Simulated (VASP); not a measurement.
# Ti2O (P-3m1) in VASP: notebook

Ti2O is run at these levels: r2SCAN; tasks: single point.

Program: VASP 6.6.1. These are calculated values, not measurements. Logs are shortened: lines on timing, memory, paths and dates and some standing lists are left out, and cuts for length are marked.

## (1) The cell of the first run

It takes space group P-3m1 (No. 164, trigonal). Conventional cell: a = 2.855 Å, b = 2.855 Å, c = 4.681 Å, α = 90.00°, β = 90.00°, γ = 120.00°. Ti (site symmetry 3m) has 3 O at 2.08 Å and 9 Ti at 2.70 to 2.86 Å within 2.9 Å. Within 2.9 Å of O (site symmetry -3m) lie 6 Ti at 2.08 Å and 6 O at 2.86 Å.

## (2) Single point, r2SCAN (11.02 Å³/atom)

The input, POSCAR:

```
Ti2O
1.0
    2.8551783236      0.0000000000      0.0000000000
   -1.4275891618      2.4726569605      0.0000000000
    0.0000000000      0.0000000000      4.6810985653
Ti O
2 1
Direct
    0.6666666667      0.3333333333      0.2712265875
    0.3333333333      0.6666666667      0.7287734125
    0.0000000000      0.0000000000      0.0000000000
```

The input, INCAR.step1:

```
  ALGO = Normal
  EDIFF = 1E-4
  ENCUT = 520
  GGA = PE
  ISMEAR = 0
  LASPH = True
  LCHARG = False
  LREAL = False
  LWAVE = True
  NBANDS = 22
  NELM = 80
  PREC = Accurate
  SIGMA = 0.1
```

The input, INCAR.step2:

```
  ALGO = Normal
  EDIFF = 1E-6
  ENCUT = 520
  ISIF = 2
  ISMEAR = 0
  ISTART = 1
  LASPH = True
  LCHARG = True
  LELF = True
  LMIXTAU = True
  LREAL = False
  LVHAR = True
  LWAVE = False
  METAGGA = R2SCAN
  NBANDS = 22
  NELM = 80
  PREC = Accurate
  SIGMA = 0.1
```

The input, KPOINTS:

```
k-points
0
Gamma
  18 18 10
```

Potentials or basis: VASP PAW PBE potentials, release 64 (Ti_sv, O).

Started as:

```
$ cat potpaw_PBE.64/Ti_sv/POTCAR potpaw_PBE.64/O/POTCAR > POTCAR
$ cp INCAR.step1 INCAR
$ mpirun -np 1 vasp_std > vasp.out
$ cp INCAR.step2 INCAR
$ mpirun -np 1 vasp_std > vasp.out
```

OUTCAR:

```text
EDIFF = 1E-6
   ENCUT = 520
   ISIF = 2
   ISMEAR = 0
   ISTART = 1
   LASPH = True
   LREAL = False
   METAGGA = R2SCAN
   NELM = 80
   PREC = Accurate

 ion  position               nearest neighbor table
   1  0.667  0.333  0.271-   3 2.08   3 2.08   3 2.08   2 2.70   2 2.70   2 2.70
   2  0.333  0.667  0.729-   3 2.08   3 2.08   3 2.08   1 2.70   1 2.70   1 2.70
   3  0.000  0.000  0.000-   1 2.08   2 2.08   2 2.08   1 2.08   1 2.08   2 2.08

  LATTYP: Found a hexagonal cell.
 ALAT       =     2.8551783236
 C/A-ratio  =     1.6395118044

  Lattice vectors:

 A1 = (   2.8551783236,   0.0000000000,   0.0000000000)
 A2 = (  -1.4275891618,   2.4726569605,   0.0000000000)
 A3 = (   0.0000000000,   0.0000000000,   4.6810985653)

Analysis of symmetry for initial positions (statically):
=====================================================================
 Subroutine PRICEL returns:
 Original cell was already a primitive cell.

 Routine SETGRP: Setting up the symmetry group for a
 hexagonal supercell.

 Subroutine GETGRP returns: Found 12 space group operations
 (whereof 12 operations were pure point group operations)
 out of a pool of 24 trial point group operations.

The static configuration has the point symmetry D_3d.

Analysis of symmetry for dynamics (positions and initial velocities):
=====================================================================
 Subroutine PRICEL returns:
 Original cell was already a primitive cell.

 Routine SETGRP: Setting up the symmetry group for a
 hexagonal supercell.

 Subroutine GETGRP returns: Found 12 space group operations
 (whereof 12 operations were pure point group operations)
 out of a pool of 24 trial point group operations.

The dynamic configuration has the point symmetry D_3d.

 Subroutine INISYM returns: Found 12 space group operations
 (whereof 12 operations are pure point group operations),
 and found     1 'primitive' translations

----------------------------------------------------------------------------------------

                                     Primitive cell

  volume of cell :      33.0480

  direct lattice vectors                    reciprocal lattice vectors
     2.855178324  0.000000000  0.000000000     0.350240821  0.202211632  0.000000000
    -1.427589162  2.472656961  0.000000000     0.000000000  0.404423265  0.000000000
     0.000000000  0.000000000  4.681098565     0.000000000  0.000000000  0.213625068

  length of vectors
     2.855178324  2.855178324  4.681098565     0.404423265  0.404423265  0.213625068

  position of ions in fractional coordinates (direct lattice)
     0.666666667  0.333333333  0.271226588
     0.333333333  0.666666667  0.728773412
     0.000000000  0.000000000  0.000000000

  ion indices of the primitive-cell ions
   primitive index   ion index
                 1           1
                 2           2
                 3           3

----------------------------------------------------------------------------------------

 KPOINTS: k-points

Automatic generation of k-mesh.
 Grid dimensions read from file:
 generate k-points for:   18   18   10

 Generating k-lattice:

  Cartesian coordinates                     Fractional coordinates (reciprocal lattice)
     0.019457823  0.011233980  0.000000000     0.055555556  0.000000000  0.000000000
     0.000000000  0.022467959  0.000000000     0.000000000  0.055555556  0.000000000
     0.000000000  0.000000000  0.021362507     0.000000000  0.000000000  0.100000000

  Length of vectors
     0.022467959  0.022467959  0.021362507

  Shift w.r.t. Gamma in fractional coordinates (k-lattice)
     0.000000000  0.000000000  0.000000000

 Subroutine IBZKPT returns following result:
 ===========================================

 Found    330 irreducible k-points:

 Following reciprocal coordinates:
            Coordinates               Weight
  0.000000  0.000000  0.000000      1.000000
  0.055556 -0.000000  0.000000      6.000000
  0.111111 -0.000000  0.000000      6.000000
  0.166667 -0.000000  0.000000      6.000000
  0.222222  0.000000  0.000000      6.000000
  0.277778 -0.000000  0.000000      6.000000
[... 16 lines left out ...]
  0.333333  0.111111  0.000000     12.000000
  0.388889  0.111111  0.000000     12.000000
 [... further k-points ...]
   k-points           NKPTS =    330   k-points in BZ     NKDIM =    330   number of bands    NBANDS=     22
   number of dos      NEDOS =    301   number of ions     NIONS =      3
   total plane-waves  NPLWV =  20736
   dimension x,y,z NGX =    24 NGY =   24 NGZ =   36
   dimension x,y,z NGXF=    48 NGYF=   48 NGZF=   72
   ions per type =               2   1
   NGX,Y,Z   is equivalent  to a cutoff of  13.97, 13.97, 12.79 a.u.
   NGXF,Y,Z  is equivalent  to a cutoff of  27.95, 27.95, 25.57 a.u.
 SYSTEM =  unknown system
   PREC   = accura    normal or accurate (medium, high low for compatibility)
   ISTART =      1    job   : 0-new  1-cont  2-samecut
   ICHARG =      0    charge: 1-file 2-atom 10-const
   ISPIN  =      1    spin polarized calculation?
   LNONCOLLINEAR =      F non collinear calculations
   LSORBIT =      F    spin-orbit coupling
   LASPH  =      T    aspherical Exc in radial PAW
   ENCUT  =  520.0 eV  38.22 Ry    6.18 a.u.   5.31  5.31  8.70*2*pi/ulx,y,z
   NELM   =     80;   NELMIN=  2; NELMDL=  0     # of ELM steps
   EDIFF  = 0.1E-05   stopping-criterion for ELM
   LREAL  =      F    real-space projection
   EDIFFG = 0.1E-04   stopping-criterion for IOM
   NSW    =      0    number of steps for IOM
   IBRION =     -1    ionic relax: 0-MD 1-quasi-New 2-CG
   NFREE  =      0    steps in history (QN), initial steepest desc. (CG)
   ISIF   =      2    stress and relaxation
   ISYM   =      2    0-nonsym 1-usesym 2-fastsym
   POTIM  = 0.5000    time-step for ionic-motion
   TEBEG  =    0.0;   TEEND  =   0.0 temperature during run
   PSTRESS=    0.0 pullay stress
   NELECT =      30.0000    total number of electrons
   NUPDOWN=      -1.0000    fix difference up-down
   EMIN   =  10.00;   EMAX   =-10.00  energy-range for DOS
   EFERMI =   0.00;   METHOD = LEGACY
   ISMEAR =     0;   SIGMA  =   0.10  broadening in eV -4-tet -1-fermi 0-gaus
   EFERMI_NEDOS =   21; number of points for ismear=-14 and -15
   IALGO  =     38    algorithm
   IMIX   =      4    mixing-type and parameters
     AMIX     =   0.40;   BMIX     =  1.00
     AMIX_MAG =   1.60;   BMIX_MAG =  1.00
  volume/ion in A,a.u.               =      11.02        74.34
  Fermi-wavevector in a.u.,A,eV,Ry     =   1.585138  2.995476 34.186829  2.512661
  Thomas-Fermi vector in A             =   2.684648
   LORBIT       =      0    0 simple, 1 ext, 2 COOP (PROOUT), +10 PAW based schemes
   METAGGA = R2SCAN    functional components
   LHFCALC =     F    Hartree Fock is set to
   AEXX    =    0.0000 exact exchange contribution
   IVDW    =     0    specifies the selected vdW correction
   LEPSILON=     F    determine dielectric tensor
   LRPA    =     F    only Hartree local field effects (RPA)
 non-spin polarized calculation
 Gauss-broadening in eV      SIGMA  =   0.10
  energy-cutoff  :      520.00
  volume of cell :       33.05
 maximum number of plane-waves:       907
 NGX is ok and might be reduce to    24
   NGX = 11   NGY = 11   NGZ = 17

 number of electron      30.0000009 magnetization

 Free energy of the ion-electron system (eV)
  ---------------------------------------------------
  ext. energy  EPLUGINS =         0.00000000
  ---------------------------------------------------
  free energy    TOTEN  =       -37.62264428 eV

  energy without entropy =      -37.61875614  energy(sigma->0) =      -37.62070021

 E-fermi :  11.2551     XC(G=0): -13.7084

 val. band max:       11.2499544530   @ k =   0.2778   0.1111   0.4000
 cond. band min:      11.2595133247   @ k =   0.1667  -0.0000   0.0000
 fundamental gap:      0.0095588717
 Fermi energy:        11.2550670367

 k-point     1 :       0.0000    0.0000    0.0000
  band No.  band energies     occupation
      1     -48.2583      2.00000
      2     -48.0644      2.00000
      3     -24.0718      2.00000
      4     -23.1040      2.00000
      5     -23.1039      2.00000
      6     -23.0263      2.00000
[... 14 lines left out ...]
     21      12.7625      0.00000
     22      15.8415      0.00000

 k-point     2 :       0.0556   -0.0000    0.0000
  band No.  band energies     occupation
      1     -48.2537      2.00000
      2     -48.0624      2.00000
      3     -24.0594      2.00000
      4     -23.1323      2.00000
      5     -23.1115      2.00000
      6     -23.0237      2.00000
[... 14 lines left out ...]
     21      12.9457      0.00000
     22      15.6415      0.00000

 k-point     3 :       0.1111   -0.0000    0.0000
  band No.  band energies     occupation
      1     -48.2401      2.00000
      2     -48.0567      2.00000
      3     -24.0231      2.00000
      4     -23.2043      2.00000
      5     -23.1323      2.00000
      6     -23.0840      2.00000
[... 14 lines left out ...]
     21      13.2676      0.00000
     22      15.2860      0.00000

 k-point     4 :       0.1667   -0.0000    0.0000
  band No.  band energies     occupation
      1     -48.2189      2.00000
      2     -48.0481      2.00000
      3     -23.9657      2.00000
      4     -23.3090      2.00000
      5     -23.1833      2.00000
      6     -23.1628      2.00000
[... 14 lines left out ...]
     21      13.6150      0.00000
     22      14.9875      0.00000

 k-point     5 :       0.2222    0.0000    0.0000
  band No.  band energies     occupation
      1     -48.1922      2.00000
      2     -48.0383      2.00000
      3     -23.8919      2.00000
      4     -23.4375      2.00000
      5     -23.2962      2.00000
      6     -23.1984      2.00000
[... 417 lines left out ...]
 k-point    22 :       0.2778    0.1111    0.0000
  band No.  band energies     occupation
      1     -48.1246      2.00000
      2     -48.0202      2.00000
      3     -23.7121      2.00000
      4     -23.6878      2.00000
      5     -23.5261      2.00000
      6     -23.2808      2.00000
[... 14 lines left out ...]
     21      14.8285      0.00000
     22      15.3352      0.00000

 k-point    23 :       0.3333    0.1111    0.0000
  band No.  band energies     occupation
      1     -48.0991      2.00000
      2     -48.0174      2.00000
      3     -23.7968      2.00000
      4     -23.6627      2.00000
      5     -23.5331      2.00000
      6     -23.3257      2.00000
[... 14 lines left out ...]
     21      14.9883      0.00000
     22      15.2543      0.00000

 k-point    24 :       0.3889    0.1111    0.0000
  band No.  band energies     occupation
      1     -48.0803      2.00000
      2     -48.0177      2.00000
      3     -23.8601      2.00000
      4     -23.6733      2.00000
      5     -23.4824      2.00000
      6     -23.3613      2.00000
[... 14 lines left out ...]
     21      15.0187      0.00000
     22      15.2090      0.00000

 [... further k-points ...]

------------------------ aborting loop because EDIFF is reached ----------------------------------------

  FORCE on cell =-STRESS in cart. coord.  units (eV):
  Direction    XX          YY          ZZ          XY          YZ          ZX
  --------------------------------------------------------------------------------------
  -------------------------------------------------------------------------------------
  Total        4.9608424      4.9608424      4.9452733      0.0000000      0.0000000      0.0000000
  in kB      240.5033428    240.5033428    239.7485479      0.0000000      0.0000000      0.0000000
  external PRESSURE =     240.2517445 kB  Pullay stress =       0.0000000 kB

 VOLUME and BASIS-vectors are now :
 -----------------------------------------------------------------------------
  energy-cutoff  :      520.00
  volume of cell :       33.05
      direct lattice vectors                 reciprocal lattice vectors
     2.855178324  0.000000000  0.000000000     0.350240821  0.202211632  0.000000000
    -1.427589162  2.472656961  0.000000000     0.000000000  0.404423265  0.000000000
     0.000000000  0.000000000  4.681098565     0.000000000  0.000000000  0.213625068

 POSITION                                       TOTAL-FORCE (eV/Angst)
 -----------------------------------------------------------------------------------
      1.42759      0.82422      1.26964         0.000000     -0.000000      0.079841
     -0.00000      1.64844      3.41146        -0.000000      0.000000     -0.079841
      0.00000      0.00000      0.00000        -0.000000      0.000000      0.000000
 -----------------------------------------------------------------------------------
    total drift:                                0.000000     -0.000000      0.000000

  FREE ENERGIE OF THE ION-ELECTRON SYSTEM (eV)
  ---------------------------------------------------
  free  energy   TOTEN  =       -37.6226442798 eV

  energy  without entropy=      -37.6187561389  energy(sigma->0) =      -37.62070021
```

It took 16 min on 1 thread of Oxide Virtual Turin-like, shared host; peak memory 0.3 GiB.

What came out:

* Free energy: -37.6226 eV
* Pressure: 24.0 GPa
* Largest force: 0.080 eV/Å
* Band gap on the k mesh: zero (bands 15 and 16 overlap by 1.07 eV)

Forces on the atoms (eV/Å):
```
Ti   0.000  0.000  0.080
Ti   0.000  0.000 -0.080
O    0.000  0.000  0.000
```

Stress tensor (GPa, compression positive):
```
24.05  0.00  0.00
 0.00 24.05  0.00
 0.00  0.00 23.97
```

Levels at points of the mesh, in eV from the Fermi level:
```tsv
k point	band 13	band 14	band 15	band 16	band 17	band 18
(0.00, 0.00, 0.00)	-4.05	-0.43	0.22	0.61	0.61	1.22
(0.50, 0.00, 0.00)	-3.10	-1.62	-0.63	1.26	2.09	3.35
(0.00, 0.00, 0.50)	-2.15	-2.07	0.20	0.20	1.36	2.23
(0.50, 0.00, 0.50)	-1.88	-1.60	-0.65	-0.59	1.13	3.31
```

Caveat: the cell stands under pressure; the PAW data sets were made with another functional, which shifts forces and pressure a little.

## (3) Single point, r2SCAN (11.38 Å³/atom)

This run uses another cell than the first one, of 11.38 Å³/atom.

The input, POSCAR:

```
Ti2O
1.0
    2.8882416458      0.0000000000      0.0000000000
   -1.4441208229      2.5012906376      0.0000000000
    0.0000000000      0.0000000000      4.7253466201
Ti O
2 1
Direct
    0.6666666667      0.3333333333      0.2704313578
    0.3333333333      0.6666666667      0.7295686422
    0.0000000000      0.0000000000      0.0000000000
```

The input, INCAR.step1:

```
ALGO = Normal
EDIFF = 1E-4
ENCUT = 520
GGA = PE
ISMEAR = 0
LASPH = T
LCHARG = F
LREAL = F
LWAVE = T
NBANDS = 22
NELM = 100
PREC = Accurate
SIGMA = 0.1
```

The input, INCAR.step2:

```
ALGO = Normal
EDIFF = 1E-6
ENCUT = 520
ISIF = 2
ISMEAR = 0
ISTART = 1
LASPH = T
LCHARG = F
LMIXTAU = T
LREAL = F
LWAVE = F
METAGGA = R2SCAN
NBANDS = 22
NELM = 100
PREC = Accurate
SIGMA = 0.1
```

KPOINTS is that of step 2.

Potentials or basis: VASP PAW PBE potentials, release 64 (Ti_sv, O).

Started as:

```
$ cat potpaw_PBE.64/Ti_sv/POTCAR potpaw_PBE.64/O/POTCAR > POTCAR
$ cp INCAR.step1 INCAR
$ mpirun -np 1 vasp_std > vasp.out
$ cp INCAR.step2 INCAR
$ mpirun -np 1 vasp_std > vasp.out
```

It took 28 min on 1 thread of Oxide Virtual Turin-like, shared host; peak memory 0.3 GiB.

Results (log left out):

```
Free energy            : -37.7563 eV
Pressure               : 15.1 GPa
Largest force          : 0.072 eV/Å
Band gap on the k mesh : zero (bands 15 and 16 overlap by 1.07 eV)
```

Forces in eV/Å, atoms in the order of the input:
```
Ti   0.000  0.000  0.072
Ti   0.000  0.000 -0.072
O    0.000  0.000  0.000
```

Levels at points of the mesh, in eV from the Fermi level:
| k point | band 13 | band 14 | band 15 | band 16 | band 17 | band 18 |
| --- | --- | --- | --- | --- | --- | --- |
| (0.00, 0.00, 0.00) | -4.09 | -0.41 | 0.21 | 0.59 | 0.59 | 1.18 |
| (0.50, 0.00, 0.00) | -2.97 | -1.60 | -0.68 | 1.22 | 1.99 | 3.21 |
| (0.00, 0.00, 0.50) | -2.13 | -2.06 | 0.20 | 0.20 | 1.30 | 2.14 |
| (0.50, 0.00, 0.50) | -1.84 | -1.57 | -0.61 | -0.60 | 1.10 | 3.15 |

Caveat: the cell stands under pressure; the PAW data sets were made with another functional, which shifts forces and pressure a little.
